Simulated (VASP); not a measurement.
# Ba (P6_3/mmc) in VASP: a series of runs

Ba is run at these levels: PBE; tasks: single point.

All numbers are computed with VASP 6.6.1; they aren't measurements. Logs are shortened: lines on timing, memory, paths and dates and some standing lists are left out, and cuts for length are marked.

**1. The cell of the first run**

The structure is hexagonal, space group P6_3/mmc (No. 194). Conventional cell: a = 3.679 Å, b = 3.679 Å, c = 12.012 Å, α = 90.00°, β = 90.00°, γ = 120.00°. Within 4.8 Å of Ba (site symmetry -3m) lie 12 Ba at 3.68 Å. Within 4.8 Å of Ba (site symmetry -6m2) lie 12 Ba at 3.68 Å.

**2. Single point, PBE (volume scaled by 0.55)**

INCAR

```
SYSTEM = Ba
  PREC = Accurate
  ENCUT = 520
  EDIFF = 1E-7
  ISMEAR = -1
  SIGMA = 0.08
  LREAL = .False.
  LASPH = .True.
  NELM = 80
  ALGO = Normal
  ISIF = 2
  LWAVE = .False.
  LCHARG = .False.
  GGA = PE
  NBANDS = 28
```

KPOINTS

```
Automatic mesh
0
Gamma
  8 8 2
  0 0 0
```

POSCAR

```
Ba
1.0
    3.6789730324      0.0000000000      0.0000000000
   -1.8394865162      3.1860841059      0.0000000000
    0.0000000000      0.0000000000     12.0115230742
Ba
4
Direct
    0.0000000000      0.0000000000      0.0000000000
    0.0000000000      0.0000000000      0.5000000000
    0.3333333333      0.6666666667      0.2500000000
    0.6666666667      0.3333333333      0.7500000000
```

Potentials or basis: VASP PAW PBE potentials, release 64 (Ba_sv).

On the command line:

```console
cat potpaw_PBE.64/Ba_sv/POTCAR > POTCAR
mpirun -np 1 vasp_std > vasp.out
```

OUTCAR:

```text
SYSTEM = Ba
   PREC = Accurate
   ENCUT = 520
   EDIFF = 1E-7
   ISMEAR = -1
   LREAL = .False.
   LASPH = .True.
   NELM = 80
   ISIF = 2
   GGA = PE

 ion  position               nearest neighbor table
   1  0.000  0.000  0.000-   3 3.68   4 3.68   4 3.68   3 3.68   4 3.68   3 3.68
   2  0.000  0.000  0.500-   3 3.68   4 3.68   4 3.68   3 3.68   4 3.68   3 3.68
   3  0.333  0.667  0.250-   1 3.68   2 3.68   1 3.68   2 3.68   1 3.68   2 3.68
   4  0.667  0.333  0.750-   1 3.68   2 3.68   1 3.68   2 3.68   1 3.68   2 3.68

  LATTYP: Found a hexagonal cell.
 ALAT       =     3.6789730324
 C/A-ratio  =     3.2649119655

  Lattice vectors:

 A1 = (   3.6789730324,   0.0000000000,   0.0000000000)
 A2 = (  -1.8394865162,   3.1860841059,   0.0000000000)
 A3 = (   0.0000000000,   0.0000000000,  12.0115230742)

Analysis of symmetry for initial positions (statically):
=====================================================================
 Subroutine PRICEL returns:
 Original cell was already a primitive cell.

 Routine SETGRP: Setting up the symmetry group for a
 hexagonal supercell.

 Subroutine GETGRP returns: Found 24 space group operations
 (whereof 12 operations were pure point group operations)
 out of a pool of 24 trial point group operations.

The static configuration has the point symmetry D_3d.
 The point group associated with its full space group is D_6h.

Analysis of symmetry for dynamics (positions and initial velocities):
=====================================================================
 Subroutine PRICEL returns:
 Original cell was already a primitive cell.

 Routine SETGRP: Setting up the symmetry group for a
 hexagonal supercell.

 Subroutine GETGRP returns: Found 24 space group operations
 (whereof 12 operations were pure point group operations)
 out of a pool of 24 trial point group operations.

The dynamic configuration has the point symmetry D_3d.
 The point group associated with its full space group is D_6h.

 Subroutine INISYM returns: Found 24 space group operations
 (whereof 12 operations are pure point group operations),
 and found     1 'primitive' translations

----------------------------------------------------------------------------------------

                                     Primitive cell

  volume of cell :     140.7933

  direct lattice vectors                    reciprocal lattice vectors
     3.678973032  0.000000000  0.000000000     0.271814985  0.156932455  0.000000000
    -1.839486516  3.186084106  0.000000000     0.000000000  0.313864910  0.000000000
     0.000000000  0.000000000 12.011523074     0.000000000  0.000000000  0.083253389

  length of vectors
     3.678973032  3.678973032 12.011523074     0.313864910  0.313864910  0.083253389

  position of ions in fractional coordinates (direct lattice)
     0.000000000  0.000000000  0.000000000
     0.000000000  0.000000000  0.500000000
     0.333333333  0.666666667  0.250000000
     0.666666667  0.333333333  0.750000000

  ion indices of the primitive-cell ions
   primitive index   ion index
                 1           1
                 2           2
                 3           3
                 4           4

----------------------------------------------------------------------------------------

 KPOINTS: Automatic mesh

Automatic generation of k-mesh.
 Grid dimensions read from file:
 generate k-points for:    8    8    2

 Generating k-lattice:

  Cartesian coordinates                     Fractional coordinates (reciprocal lattice)
     0.033976873  0.019616557  0.000000000     0.125000000  0.000000000  0.000000000
     0.000000000  0.039233114  0.000000000     0.000000000  0.125000000  0.000000000
     0.000000000  0.000000000  0.041626694     0.000000000  0.000000000  0.500000000

  Length of vectors
     0.039233114  0.039233114  0.041626694

  Shift w.r.t. Gamma in fractional coordinates (k-lattice)
     0.000000000  0.000000000  0.000000000

 Subroutine IBZKPT returns following result:
 ===========================================

 Found     20 irreducible k-points:

 Following reciprocal coordinates:
            Coordinates               Weight
  0.000000  0.000000  0.000000      1.000000
  0.125000  0.000000  0.000000      6.000000
  0.250000  0.000000  0.000000      6.000000
  0.375000  0.000000  0.000000      6.000000
  0.500000  0.000000  0.000000      3.000000
  0.125000  0.125000  0.000000      6.000000
[... 12 lines left out ...]
  0.250000  0.250000  0.500000      6.000000
  0.375000  0.250000  0.500000      6.000000
   k-points           NKPTS =     20   k-points in BZ     NKDIM =     20   number of bands    NBANDS=     28
   number of dos      NEDOS =    301   number of ions     NIONS =      4
   total plane-waves  NPLWV =  70560
   dimension x,y,z NGX =    28 NGY =   28 NGZ =   90
   dimension x,y,z NGXF=    56 NGYF=   56 NGZF=  180
   ions per type =               4
   NGX,Y,Z   is equivalent  to a cutoff of  12.65, 12.65, 12.46 a.u.
   NGXF,Y,Z  is equivalent  to a cutoff of  25.31, 25.31, 24.91 a.u.
 SYSTEM =  Ba
   PREC   = accura    normal or accurate (medium, high low for compatibility)
   ISTART =      0    job   : 0-new  1-cont  2-samecut
   ICHARG =      2    charge: 1-file 2-atom 10-const
   ISPIN  =      1    spin polarized calculation?
   LNONCOLLINEAR =      F non collinear calculations
   LSORBIT =      F    spin-orbit coupling
   LASPH  =      T    aspherical Exc in radial PAW
   ENCUT  =  520.0 eV  38.22 Ry    6.18 a.u.   6.84  6.84 22.33*2*pi/ulx,y,z
   NELM   =     80;   NELMIN=  2; NELMDL= -5     # of ELM steps
   EDIFF  = 0.1E-06   stopping-criterion for ELM
   LREAL  =      F    real-space projection
   EDIFFG = 0.1E-05   stopping-criterion for IOM
   NSW    =      0    number of steps for IOM
   IBRION =     -1    ionic relax: 0-MD 1-quasi-New 2-CG
   NFREE  =      0    steps in history (QN), initial steepest desc. (CG)
   ISIF   =      2    stress and relaxation
   ISYM   =      2    0-nonsym 1-usesym 2-fastsym
   POTIM  = 0.5000    time-step for ionic-motion
   TEBEG  =    0.0;   TEEND  =   0.0 temperature during run
   PSTRESS=    0.0 pullay stress
   NELECT =      40.0000    total number of electrons
   NUPDOWN=      -1.0000    fix difference up-down
   EMIN   =  10.00;   EMAX   =-10.00  energy-range for DOS
   EFERMI =   0.00;   METHOD = LEGACY
   ISMEAR =    -1;   SIGMA  =   0.08  broadening in eV -4-tet -1-fermi 0-gaus
   EFERMI_NEDOS =   21; number of points for ismear=-14 and -15
   IALGO  =     38    algorithm
   IMIX   =      4    mixing-type and parameters
     AMIX     =   0.40;   BMIX     =  1.00
     AMIX_MAG =   1.60;   BMIX_MAG =  1.00
  volume/ion in A,a.u.               =      35.20       237.53
  Fermi-wavevector in a.u.,A,eV,Ry     =   1.076219  2.033760 15.758926  1.158248
  Thomas-Fermi vector in A             =   2.212098
   LORBIT       =      0    0 simple, 1 ext, 2 COOP (PROOUT), +10 PAW based schemes
   GGA     = PE    functional components
   LHFCALC =     F    Hartree Fock is set to
   AEXX    =    0.0000 exact exchange contribution
   IVDW    =     0    specifies the selected vdW correction
   LEPSILON=     F    determine dielectric tensor
   LRPA    =     F    only Hartree local field effects (RPA)
 non-spin polarized calculation
  energy-cutoff  :      520.00
  volume of cell :      140.79
 maximum number of plane-waves:      3826
 NGX is ok and might be reduce to    28
   NGX = 13   NGY = 13   NGZ = 45

 number of electron      39.9999995 magnetization

 Free energy of the ion-electron system (eV)
  ---------------------------------------------------
  ext. energy  EPLUGINS =         0.00000000
  ---------------------------------------------------
  free energy    TOTEN  =        -5.00032711 eV

  energy without entropy =       -4.90314666  energy(sigma->0) =       -4.95173688

 E-fermi :   4.2363     XC(G=0):  -9.5439

 val. band max:        4.1928600423   @ k =   0.2500   0.2500   0.5000
 cond. band min:       4.2410596810   @ k =   0.2500   0.0000   0.0000
 fundamental gap:      0.0481996387
 Fermi energy:         4.2362544887

 k-point     1 :       0.0000    0.0000    0.0000
  band No.  band energies     occupation
      1     -24.2760      2.00000
      2     -24.0926      2.00000
      3     -24.0625      2.00000
      4     -23.8651      2.00000
      5     -10.6272      2.00000
      6      -9.5697      2.00000
[... 20 lines left out ...]
     27       6.4340      0.00000
     28       6.7892      0.00000

 k-point     2 :       0.1250    0.0000    0.0000
  band No.  band energies     occupation
      1     -24.2254      2.00000
      2     -24.0536      2.00000
      3     -24.0234      2.00000
      4     -23.8394      2.00000
      5     -10.5226      2.00000
      6      -9.6004      2.00000
[... 20 lines left out ...]
     27       6.6708      0.00000
     28       6.9171      0.00000

 k-point     3 :       0.2500    0.0000    0.0000
  band No.  band energies     occupation
      1     -24.0951      2.00000
      2     -23.9572      2.00000
      3     -23.9269      2.00000
      4     -23.7815      2.00000
      5     -10.2426      2.00000
      6      -9.8750      2.00000
[... 20 lines left out ...]
     27       6.6336      0.00000
     28       6.8176      0.00000

 k-point     4 :       0.3750    0.0000    0.0000
  band No.  band energies     occupation
      1     -23.9450      2.00000
      2     -23.8575      2.00000
      3     -23.8271      2.00000
      4     -23.7369      2.00000
      5     -10.3693      2.00000
      6     -10.3349      2.00000
[... 454 lines left out ...]
     27       7.3962      0.00000
     28       7.3962      0.00000

 k-point    19 :       0.2500    0.2500    0.5000
  band No.  band energies     occupation
      1     -23.8526      2.00000
      2     -23.8526      2.00000
      3     -23.7479      2.00000
      4     -23.7479      2.00000
      5     -10.1476      2.00000
      6     -10.1476      2.00000
[... 20 lines left out ...]
     27       6.5106      0.00000
     28       6.5106      0.00000

 k-point    20 :       0.3750    0.2500    0.5000
  band No.  band energies     occupation
      1     -23.7959      2.00000
      2     -23.7959      2.00000
      3     -23.7451      2.00000
      4     -23.7451      2.00000
      5     -10.2163      2.00000
      6     -10.2163      2.00000
[... 20 lines left out ...]
     27       6.6210      0.00000
     28       6.6210      0.00000

------------------------ aborting loop because EDIFF is reached ----------------------------------------

  FORCE on cell =-STRESS in cart. coord.  units (eV):
  Direction    XX          YY          ZZ          XY          YZ          ZX
  --------------------------------------------------------------------------------------
  -------------------------------------------------------------------------------------
  Total        9.3893119      9.3893119      8.8962889      0.0000000      0.0000000      0.0000000
  in kB      106.8470231    106.8470231    101.2365977      0.0000000      0.0000000      0.0000000
  external PRESSURE =     104.9768813 kB  Pullay stress =       0.0000000 kB

 VOLUME and BASIS-vectors are now :
 -----------------------------------------------------------------------------
  energy-cutoff  :      520.00
  volume of cell :      140.79
      direct lattice vectors                 reciprocal lattice vectors
     3.678973032  0.000000000  0.000000000     0.271814985  0.156932455  0.000000000
    -1.839486516  3.186084106  0.000000000     0.000000000  0.313864910  0.000000000
     0.000000000  0.000000000 12.011523074     0.000000000  0.000000000  0.083253389

 POSITION                                       TOTAL-FORCE (eV/Angst)
 -----------------------------------------------------------------------------------
      0.00000      0.00000      0.00000        -0.000000      0.000000     -0.000000
      0.00000      0.00000      6.00576        -0.000000      0.000000     -0.000000
     -0.00000      2.12406      3.00288        -0.000000      0.000000      0.000000
      1.83949      1.06203      9.00864         0.000000     -0.000000      0.000000
 -----------------------------------------------------------------------------------
    total drift:                                0.000000     -0.000000      0.000000

  FREE ENERGIE OF THE ION-ELECTRON SYSTEM (eV)
  ---------------------------------------------------
  free  energy   TOTEN  =        -5.0003271094 eV

  energy  without entropy=       -4.9031466590  energy(sigma->0) =       -4.95173688
```

Wall time 2.1 min (1 thread of AMD EPYC 7R13, shared host); peak memory 0.24 GiB.

Results:

```
Free energy            : -5.0003 eV
Pressure               : 10.5 GPa
Band gap on the k mesh : zero (band 20 reaches 4.65 eV, above the bottom of band 21 at 3.53 eV)
```

Caveat: spin-orbit coupling is left out, which moves the levels of the heavy elements.

**3. Single point, PBE (volume scaled by 0.75)**

INCAR

```
SYSTEM = Ba
  PREC = Accurate
  ENCUT = 520
  EDIFF = 1E-6
  ISMEAR = -1
  SIGMA = 0.08
  LREAL = .FALSE.
  LASPH = .TRUE.
  NELM = 60
  ALGO = Normal
  ISIF = 2
  LWAVE = .FALSE.
  LCHARG = .TRUE.
  GGA = PE
  LELF = .TRUE.
  LVHAR = .TRUE.
  NBANDS = 28
```

KPOINTS

```
regular mesh
0
G
  8 8 2
  0 0 0
```

POSCAR

```
Ba
1.0
    4.0848309706      0.0000000000      0.0000000000
   -2.0424154853      3.5375673907      0.0000000000
    0.0000000000      0.0000000000     13.2862274234
Ba
4
Direct
    0.0000000000      0.0000000000      0.0000000000
    0.0000000000      0.0000000000      0.5000000000
    0.3333333333      0.6666666667      0.2500000000
    0.6666666667      0.3333333333      0.7500000000
```

Potentials or basis: VASP PAW PBE potentials, release 64 (Ba_sv).

On the command line:

```console
cat potpaw_PBE.64/Ba_sv/POTCAR > POTCAR
mpirun -np 1 vasp_std > vasp.out
```

Run time: 3.4 min. Hardware: 1 thread of AMD EPYC 7R13, shared host; peak memory 0.29 GiB.

Results (log left out):

- Free energy: -7.0370 eV
- Pressure: 3.5 GPa
- Band gap on the k mesh: zero (band 20 reaches 2.91 eV, above the bottom of band 21 at 2.44 eV)

Stress tensor (GPa, compression positive):
```
3.52 0.00 0.00
0.00 3.52 0.00
0.00 0.00 3.39
```

Levels at points of the mesh, in eV from the Fermi level:
| k point | band 18 | band 19 | band 20 | band 21 | band 22 | band 23 |
| --- | --- | --- | --- | --- | --- | --- |
| (0.00, 0.00, 0.00) | -1.59 | -1.58 | -1.08 | 1.24 | 1.28 | 1.86 |
| (0.50, 0.00, 0.00) | -1.10 | -0.74 | -0.39 | 0.07 | 0.24 | 0.38 |
| (0.00, 0.00, 0.50) | -2.42 | -1.11 | -1.11 | 1.62 | 1.62 | 1.70 |
| (0.50, 0.00, 0.50) | -0.89 | -0.78 | -0.78 | -0.24 | -0.24 | 1.23 |

Caveat: spin-orbit coupling is left out, which moves the levels of the heavy elements.

**4. Single point, PBE (volume scaled by 0.75)**

INCAR

```
ALGO = Normal ; EDIFF = 1E-6
ENCUT = 520 ; GGA = PE
ISIF = 2 ; ISMEAR = -1
LASPH = True ; LCHARG = False
LREAL = False ; LWAVE = False
NBANDS = 28 ; NELM = 60
PREC = Accurate ; SIGMA = 0.08
```

KPOINTS

```
k-points
0
Gamma
  8 8 2
```

POSCAR is that of step 3.

On the command line:

```console
cat potpaw_PBE.64/Ba_sv/POTCAR > POTCAR
mpirun -np 1 vasp_std > vasp.out
```

Wall time 3.2 min (1 thread of AMD EPYC 7R13, shared host); peak memory 0.29 GiB.

Results (log left out):

```
Free energy            : -7.0370 eV
Pressure               : 3.5 GPa
Band gap on the k mesh : zero (band 20 reaches 2.91 eV, above the bottom of band 21 at 2.44 eV)
```

Stress tensor (GPa, compression positive):
```
3.52 0.00 0.00
0.00 3.52 0.00
0.00 0.00 3.39
```

Levels at points of the mesh, in eV from the Fermi level:
```
           k point  band 17  band 18  band 19  band 20  band 21  band 22  band 23  band 24
(0.00, 0.00, 0.00)    -2.80    -1.59    -1.58    -1.08     1.24     1.28     1.86     1.86
(0.50, 0.00, 0.00)    -1.15    -1.10    -0.74    -0.39     0.07     0.24     0.38     1.11
(0.00, 0.00, 0.50)    -2.42    -2.42    -1.11    -1.11     1.62     1.62     1.70     1.70
(0.50, 0.00, 0.50)    -0.89    -0.89    -0.78    -0.78    -0.24    -0.24     1.23     1.23
```

Caveat: spin-orbit coupling is left out, which moves the levels of the heavy elements.

**5. Single point, PBE (volume scaled by 0.85)**

INCAR

```
SYSTEM = Ba
ALGO = Normal ; EDIFF = 1E-6
ENCUT = 520 ; GGA = PE
ISIF = 2 ; ISMEAR = -1
LASPH = .True. ; LCHARG = .False.
LREAL = .False. ; LWAVE = .False.
NBANDS = 28 ; NELM = 100
PREC = Accurate ; SIGMA = 0.08
```

KPOINTS

```
k-points
0
Gamma
  8 8 2
  0 0 0
```

POSCAR

```
Ba
1.0
    4.2534893504      0.0000000000      0.0000000000
   -2.1267446752      3.6836298322      0.0000000000
    0.0000000000      0.0000000000     13.8872682753
Ba
4
Direct
    0.0000000000      0.0000000000      0.0000000000
    0.0000000000      0.0000000000      0.5000000000
    0.3333333333      0.6666666667      0.2500000000
    0.6666666667      0.3333333333      0.7500000000
```

On the command line:

```console
cat potpaw_PBE.64/Ba_sv/POTCAR > POTCAR
mpirun -np 1 vasp_std > vasp.out
```

It took 3.9 min on 1 thread of AMD EPYC 7R13, shared host; peak memory 0.32 GiB.

The run converged. Its results:

```yaml
Free_energy: -7.4444 eV
Pressure: 1.7 GPa
Band_gap_on_the_k_mesh: zero (band 20 reaches 2.35 eV, above the bottom of band 21 at 2.07 eV)
```

Levels at points of the mesh, in eV from the Fermi level:
| k point | band 17 | band 18 | band 19 | band 20 | band 21 | band 22 | band 23 | band 24 |
| --- | --- | --- | --- | --- | --- | --- | --- | --- |
| (0.00, 0.00, 0.00) | -2.84 | -1.75 | -1.74 | -1.03 | 1.10 | 1.13 | 1.54 | 1.76 |
| (0.50, 0.00, 0.00) | -1.02 | -1.00 | -0.61 | -0.39 | 0.09 | 0.16 | 0.31 | 1.02 |
| (0.00, 0.00, 0.50) | -2.51 | -2.51 | -1.15 | -1.15 | 1.21 | 1.21 | 1.58 | 1.58 |
| (0.50, 0.00, 0.50) | -0.79 | -0.79 | -0.75 | -0.75 | -0.13 | -0.13 | 1.01 | 1.01 |

Caveat: spin-orbit coupling is left out, which moves the levels of the heavy elements.

**6. The runs side by side**

| cell | gap on the mesh (eV) | pressure (GPa) |
| --- | --- | --- |
| a = 3.679, b = 3.679, c = 12.012 Å, angles 90.0, 90.0, 120.0°, 4 atoms | none | 10.5 |
| a = 4.085, b = 4.085, c = 13.286 Å, angles 90.0, 90.0, 120.0°, 4 atoms | none | 3.5 |
| a = 4.253, b = 4.253, c = 13.887 Å, angles 90.0, 90.0, 120.0°, 4 atoms | none | 1.7 |

Alike in all rows: task single point; level PBE; potentials or basis VASP PAW PBE potentials, release 64 (Ba_sv); no spin polarisation; k mesh 8 × 8 × 2; cutoff (eV) 520; smearing fermi-dirac 0.08 eV.

Caveats: spin-orbit coupling is left out, which moves the levels of the heavy elements.

Total energies depend on the potentials used, so only differences within one code and one set of settings carry meaning.
